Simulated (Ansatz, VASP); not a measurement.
# One calculation of Br, two programs

File INCAR:

```
SYSTEM = Br
  ALGO = Normal
  EDIFF = 1E-6
  ENCUT = 500
  GGA_COMPAT = .FALSE.
  ISIF = 2
  ISMEAR = 1
  LASPH = .TRUE.
  LCHARG = .FALSE.
  LREAL = .FALSE.
  LWAVE = .FALSE.
  NBANDS = 18
  NELM = 120
  PREC = Accurate
  SIGMA = 0.05
```

KPOINTS

```
k-points
0
G
  3 3 3
  0 0 0
```

POSCAR

```
Br
1.0
    4.5976403800      0.0000000000      0.0000000000
    0.0000000000      4.5976403800      0.0000000000
    0.0000000000      0.0000000000      4.5976403800
Br
3
Direct
    0.4999354128     -0.0019147970      0.0008544541
    0.0014919216      0.5005467729     -0.0007084161
   -0.0014273344      0.0013680241      0.4998539620
```

Input for Ansatz:

```yaml
crystal:
  lattice:
    - [4.59764038, 0.0, 0.0]
    - [0.0, 4.59764038, 0.0]
    - [0.0, 0.0, 4.59764038]
  atoms:
    - { symbol: Br, position: [0.4999354128071512, -0.0019147970008405576, 0.0008544541037734838] }
    - { symbol: Br, position: [0.001491921591924705, 0.5005467728865372, -0.0007084161413527802] }
    - { symbol: Br, position: [-0.0014273344085064938, 0.0013680241137814014, 0.4998539620454072] }
basis:
  ecutwfc: 470.0
kpoints:
  mp_grid:
    grid: [3, 3, 3]
hamiltonian:
  xc: lda
scf:
  convergence:
    dr2_threshold: 1.0e-08
  occupations:
    method: methfessel_paxton
    width: 0.05
output:
  forces: true
```

Alike in both runs: task single point; functional LDA; k mesh 3 × 3 × 3; occupations methfessel-paxton of order 1, width 0.05 eV; no spin polarisation.

```csv
,VASP,Ansatz
version,VASP 6.6.1,Ansatz 0.2.0
potentials or method,"VASP PAW LDA potentials, release 64 (Br), cutoff 500 eV","plane waves, PAW"
valence electrons in the cell,21,21
```

```csv
,VASP,Ansatz,Ansatz less VASP
rms of the force components (eV/Å),0.009,0.009,-0.0002
```

LDA's correlation is that of Perdew and Zunger in VASP and of Perdew and Wang (1992) in Ansatz. Atom by atom the forces differ by 0.000 eV/Å (rms over components).

The k mesh is coarse, so the values compare programs but aren't converged.
